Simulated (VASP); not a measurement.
# BN (P6_3/mmc) in VASP: notebook

BN is run at these levels: PBE; tasks: single point.

Everything below comes from runs of VASP 6.6.1. Logs are shortened: lines on timing, memory, paths and dates and some standing lists are left out, and cuts for length are marked.

### Step 1. The cell of the first run

The structure is hexagonal, space group P6_3/mmc (No. 194). The conventional cell has a = 2.525 Å, b = 2.525 Å, c = 6.318 Å, α = 90.00°, β = 90.00°, γ = 120.00°. Within 1.9 Å of B (site symmetry -6m2) lie 3 N at 1.46 Å. N (site symmetry -6m2) has 3 B at 1.46 Å within 1.9 Å.

### Step 2. Single point, PBE (strained)

INCAR

```
ALGO = Normal
EDIFF = 1E-6
ENCUT = 520
GGA = PE
ISIF = 2
ISMEAR = 0
LASPH = True
LCHARG = False
LREAL = False
LWAVE = False
NBANDS = 16
NELM = 80
PREC = Accurate
SIGMA = 0.02
```

KPOINTS

```
k-points
0
Gamma
  12 12 4
```

POSCAR

```
BN
1.0
    2.5253507535      0.0000000000      0.0000000000
   -1.2626753768      2.1870179060      0.0000000000
    0.0000000000      0.0000000000      6.3183480360
B N
2 2
Direct
    0.3333333333      0.6666666667      0.2500000000
    0.6666666667      0.3333333333      0.7500000000
    0.3333333333      0.6666666667      0.7500000000
    0.6666666667      0.3333333333      0.2500000000
```

Potentials or basis: VASP PAW PBE potentials, release 64 (B, N).

On the command line:

```bash
$ cat potpaw_PBE.64/B/POTCAR potpaw_PBE.64/N/POTCAR > POTCAR
$ mpirun -np 1 vasp_std > vasp.out
```

OUTCAR:

```text
EDIFF = 1E-6
   ENCUT = 520
   GGA = PE
   ISIF = 2
   ISMEAR = 0
   LASPH = True
   LREAL = False
   NELM = 80
   PREC = Accurate

 ion  position               nearest neighbor table
   1  0.333  0.667  0.250-   4 1.46   4 1.46   4 1.46
   2  0.667  0.333  0.750-   3 1.46   3 1.46   3 1.46
   3  0.333  0.667  0.750-   2 1.46   2 1.46   2 1.46
   4  0.667  0.333  0.250-   1 1.46   1 1.46   1 1.46

  LATTYP: Found a hexagonal cell.
 ALAT       =     2.5253507535
 C/A-ratio  =     2.5019684997

  Lattice vectors:

 A1 = (   2.5253507535,   0.0000000000,   0.0000000000)
 A2 = (  -1.2626753768,   2.1870179060,   0.0000000000)
 A3 = (   0.0000000000,   0.0000000000,   6.3183480360)

Analysis of symmetry for initial positions (statically):
=====================================================================
 Subroutine PRICEL returns:
 Original cell was already a primitive cell.

 Routine SETGRP: Setting up the symmetry group for a
 hexagonal supercell.

 Subroutine GETGRP returns: Found 24 space group operations
 (whereof 12 operations were pure point group operations)
 out of a pool of 24 trial point group operations.

The static configuration has the point symmetry D_3d.
 The point group associated with its full space group is D_6h.

Analysis of symmetry for dynamics (positions and initial velocities):
=====================================================================
 Subroutine PRICEL returns:
 Original cell was already a primitive cell.

 Routine SETGRP: Setting up the symmetry group for a
 hexagonal supercell.

 Subroutine GETGRP returns: Found 24 space group operations
 (whereof 12 operations were pure point group operations)
 out of a pool of 24 trial point group operations.

The dynamic configuration has the point symmetry D_3d.
 The point group associated with its full space group is D_6h.

 Subroutine INISYM returns: Found 24 space group operations
 (whereof 12 operations are pure point group operations),
 and found     1 'primitive' translations

----------------------------------------------------------------------------------------

                                     Primitive cell

[... 91 lines left out ...]
   LASPH  =      T    aspherical Exc in radial PAW
   ENCUT  =  520.0 eV  38.22 Ry    6.18 a.u.   4.70  4.70 11.75*2*pi/ulx,y,z
   NELM   =     80;   NELMIN=  2; NELMDL= -5     # of ELM steps
   EDIFF  = 0.1E-05   stopping-criterion for ELM
   LREAL  =      F    real-space projection
   EDIFFG = 0.1E-04   stopping-criterion for IOM
   NSW    =      0    number of steps for IOM
   IBRION =     -1    ionic relax: 0-MD 1-quasi-New 2-CG
   NFREE  =      0    steps in history (QN), initial steepest desc. (CG)
   ISIF   =      2    stress and relaxation
   ISYM   =      2    0-nonsym 1-usesym 2-fastsym
   POTIM  = 0.5000    time-step for ionic-motion
   TEBEG  =    0.0;   TEEND  =   0.0 temperature during run
   PSTRESS=    0.0 pullay stress
   NELECT =      16.0000    total number of electrons
   NUPDOWN=      -1.0000    fix difference up-down
   EMIN   =  10.00;   EMAX   =-10.00  energy-range for DOS
   EFERMI =   0.00;   METHOD = LEGACY
   ISMEAR =     0;   SIGMA  =   0.02  broadening in eV -4-tet -1-fermi 0-gaus
   EFERMI_NEDOS =   21; number of points for ismear=-14 and -15
   IALGO  =     38    algorithm
   IMIX   =      4    mixing-type and parameters
     AMIX     =   0.40;   BMIX     =  1.00
     AMIX_MAG =   1.60;   BMIX_MAG =  1.00
  volume/ion in A,a.u.               =       8.72        58.87
  Fermi-wavevector in a.u.,A,eV,Ry     =   1.262377  2.385546 21.682175  1.593595
  Thomas-Fermi vector in A             =   2.395788
   LORBIT       =      0    0 simple, 1 ext, 2 COOP (PROOUT), +10 PAW based schemes
   GGA     = PE    functional components
   LHFCALC =     F    Hartree Fock is set to
   AEXX    =    0.0000 exact exchange contribution
   IVDW    =     0    specifies the selected vdW correction
   LEPSILON=     F    determine dielectric tensor
   LRPA    =     F    only Hartree local field effects (RPA)
 non-spin polarized calculation
 Gauss-broadening in eV      SIGMA  =   0.02
  energy-cutoff  :      520.00
  volume of cell :       34.90
 maximum number of plane-waves:       952
 NGX is ok and might be reduce to    20
   NGX =  9   NGY =  9   NGZ = 23

 number of electron      15.9999999 magnetization

 Free energy of the ion-electron system (eV)
  ---------------------------------------------------
  ext. energy  EPLUGINS =         0.00000000
  ---------------------------------------------------
  free energy    TOTEN  =       -35.10744713 eV

  energy without entropy =      -35.10744713  energy(sigma->0) =      -35.10744713

 E-fermi :   2.7697     XC(G=0): -10.3442

 val. band max:        2.6283168738   @ k =   0.3333   0.2500   0.0000
 cond. band min:       6.7471445806   @ k =   0.5000   0.0000   0.0000
 fundamental gap:      4.1188277068
 Fermi energy:         2.7696963237

 k-point     1 :       0.0000    0.0000    0.0000
  band No.  band energies     occupation
      1     -15.1403      2.00000
      2     -14.7119      2.00000
      3      -3.7527      2.00000
      4      -1.0494      2.00000
      5       1.2079      2.00000
      6       1.2079      2.00000
[... 433 lines left out ...]
      3      -4.2779      2.00000
      4      -4.1828      2.00000
      5      -0.9879      2.00000
      6      -0.9165      2.00000
[... 8 lines left out ...]
     15      19.4021      0.00000
     16      20.7493      0.00000

 [... further k-points ...]

------------------------ aborting loop because EDIFF is reached ----------------------------------------

  FORCE on cell =-STRESS in cart. coord.  units (eV):
  Direction    XX          YY          ZZ          XY          YZ          ZX
  --------------------------------------------------------------------------------------
  -------------------------------------------------------------------------------------
  Total       -1.1685121     -1.1685121      1.0510943      0.0000000     -0.0000000      0.0000000
  in kB      -53.6495641    -53.6495641     48.2585966      0.0000000     -0.0000000      0.0000000
  external PRESSURE =     -19.6801772 kB  Pullay stress =       0.0000000 kB

 VOLUME and BASIS-vectors are now :
 -----------------------------------------------------------------------------
  energy-cutoff  :      520.00
  volume of cell :       34.90
      direct lattice vectors                 reciprocal lattice vectors
     2.525350754  0.000000000  0.000000000     0.395984597  0.228621814  0.000000000
    -1.262675377  2.187017906  0.000000000     0.000000000  0.457243627  0.000000000
     0.000000000  0.000000000  6.318348036     0.000000000  0.000000000  0.158269218

 POSITION                                       TOTAL-FORCE (eV/Angst)
 -----------------------------------------------------------------------------------
     -0.00000      1.45801      1.57959        -0.000000      0.000000      0.000000
      1.26268      0.72901      4.73876         0.000000      0.000000      0.000000
     -0.00000      1.45801      4.73876         0.000000     -0.000000      0.000000
      1.26268      0.72901      1.57959        -0.000000      0.000000     -0.000000
 -----------------------------------------------------------------------------------
    total drift:                               -0.000000      0.000000      0.000000

  FREE ENERGIE OF THE ION-ELECTRON SYSTEM (eV)
  ---------------------------------------------------
  free  energy   TOTEN  =       -35.1074471270 eV

  energy  without entropy=      -35.1074471270  energy(sigma->0) =      -35.10744713
```

stdout:

```text
POSCAR found type information on POSCAR B N
 POSCAR found :  2 types and       4 ions
 scaLAPACK will be used
 LDA part: xc-table for (Slater+PW92), standard interpolation
 POSCAR, INCAR and KPOINTS ok, starting setup
 FFT: planning ... GRIDC
 FFT: planning ... GRID_SOFT
 FFT: planning ... GRID
 WAVECAR not read
 entering main loop
```

It took 41 s on 1 thread of Intel Xeon 8259CL, shared host; peak memory 0.16 GiB.

Results:

```
Free energy            : -35.1074 eV
Pressure               : -2.0 GPa
Band gap on the k mesh : 4.12 eV (least direct gap 4.46 eV)
```

Caveat: the cell differs from its parent crystal (strained); the stress differs along the axes, from -5 to 5 GPa; this functional lacks dispersion, which binds layers or chains, so the pressure and a relaxed spacing across them are unreliable.

### Step 3. Single point, PBE (strained)

INCAR

```
PREC = Accurate
ENCUT = 520
EDIFF = 1E-6
ISMEAR = 0
SIGMA = 0.02
LREAL = F
LASPH = T
NELM = 100
ALGO = Normal
ISIF = 2
LWAVE = F
LCHARG = F
GGA = PE
NBANDS = 16
```

KPOINTS

```
regular mesh
0
Gamma
  12 12 4
```

POSCAR

```
BN
1.0
    2.5692206882      0.0000000000      0.0000000000
   -1.2846103441      2.2250103839      0.0000000000
    0.0000000000      0.0000000000      6.2352162600
B N
2 2
Direct
    0.3333333333      0.6666666667      0.2500000000
    0.6666666667      0.3333333333      0.7500000000
    0.3333333333      0.6666666667      0.7500000000
    0.6666666667      0.3333333333      0.2500000000
```

Potentials or basis: VASP PAW PBE potentials, release 64 (B, N).

On the command line:

```bash
$ cat potpaw_PBE.64/B/POTCAR potpaw_PBE.64/N/POTCAR > POTCAR
$ mpirun -np 1 vasp_std > vasp.out
```

Wall time 45 s (1 thread of Intel Xeon 8259CL, shared host); peak memory 0.16 GiB.

It converged, with:

* Free energy: -34.9859 eV
* Pressure: -13.3 GPa
* Band gap on the k mesh: 4.01 eV (least direct gap 4.29 eV)

Stress tensor (GPa, compression positive):
```
-22.59   0.00   0.00
  0.00 -22.59   0.00
  0.00   0.00   5.22
```

Levels at points of the mesh, in eV from the valence-band top:
| k point | band 6 | band 7 | band 8 | band 9 | band 10 | band 11 |
| --- | --- | --- | --- | --- | --- | --- |
| (0.00, 0.00, 0.00) | -1.50 | -1.42 | -1.42 | 5.56 | 10.53 | 10.79 |
| (0.50, 0.00, 0.00) | -4.00 | -1.69 | -0.28 | 4.01 | 5.72 | 8.83 |
| (0.00, 0.00, 0.50) | -1.46 | -1.46 | -1.46 | 8.09 | 8.09 | 10.90 |
| (0.50, 0.00, 0.50) | -4.06 | -0.93 | -0.93 | 4.50 | 4.50 | 9.10 |

Caveat: the cell differs from its parent crystal (strained); the stress differs along the axes, from -23 to 5 GPa; this functional lacks dispersion, which binds layers or chains, so the pressure and a relaxed spacing across them are unreliable.

### Step 4. Single point, PBE (strained)

INCAR

```
  PREC = Accurate
  ENCUT = 520
  EDIFF = 1E-7
  ISMEAR = 0
  SIGMA = 0.02
  LREAL = F
  LASPH = T
  NELM = 100
  ALGO = Normal
  ISIF = 2
  LWAVE = F
  LCHARG = F
  GGA = PE
  NBANDS = 16
```

KPOINTS is that of step 3.

POSCAR

```
BN
1.0
    2.5711487618      0.0000000000      0.0000000000
   -1.2855743810      2.2266801446      0.0000000000
    0.0000000000      0.0000000000      6.7399353840
B N
2 2
Direct
    0.3333333333      0.6666666667      0.2500000000
    0.6666666667      0.3333333333      0.7500000000
    0.3333333333      0.6666666667      0.7500000000
    0.6666666667      0.3333333333      0.2500000000
```

On the command line:

```bash
$ cat potpaw_PBE.64/B/POTCAR potpaw_PBE.64/N/POTCAR > POTCAR
$ mpirun -np 1 vasp_std > vasp.out
```

Run time: 61 s. Hardware: 1 thread of Intel Xeon 8259CL, shared host; peak memory 0.16 GiB.

Results (log left out):

```yaml
Free_energy: -35.0439 eV
Pressure: -13.8 GPa
Band_gap_on_the_k_mesh: 4.16 eV (least direct gap 4.44 eV)
```

Stress tensor (GPa, compression positive):
```
-21.76   0.00   0.00
  0.00 -21.76   0.00
  0.00   0.00   2.16
```

Levels at points of the mesh, in eV from the valence-band top:
```
           k point  band 4  band 5  band 6  band 7  band 8  band 9  band 10  band 11  band 12  band 13
(0.00, 0.00, 0.00)   -3.75   -1.42   -1.42   -1.38   -1.38    5.14     9.85    10.85    10.90    10.90
(0.50, 0.00, 0.00)   -8.52   -4.02   -3.96   -1.34   -0.38    4.16     5.41     8.80     9.13    12.36
(0.00, 0.00, 0.50)   -4.88   -1.40   -1.40   -1.40   -1.40    7.32     7.32    10.96    10.96    10.96
(0.50, 0.00, 0.50)   -8.56   -3.99   -3.99   -0.84   -0.84    4.58     4.58     9.10     9.10    13.11
```

Caveat: the cell differs from its parent crystal (strained); the stress differs along the axes, from -22 to 2 GPa; this functional lacks dispersion, which binds layers or chains, so the pressure and a relaxed spacing across them are unreliable. A k mesh can miss the band edges.

(Part 1 of 2 ends here.)
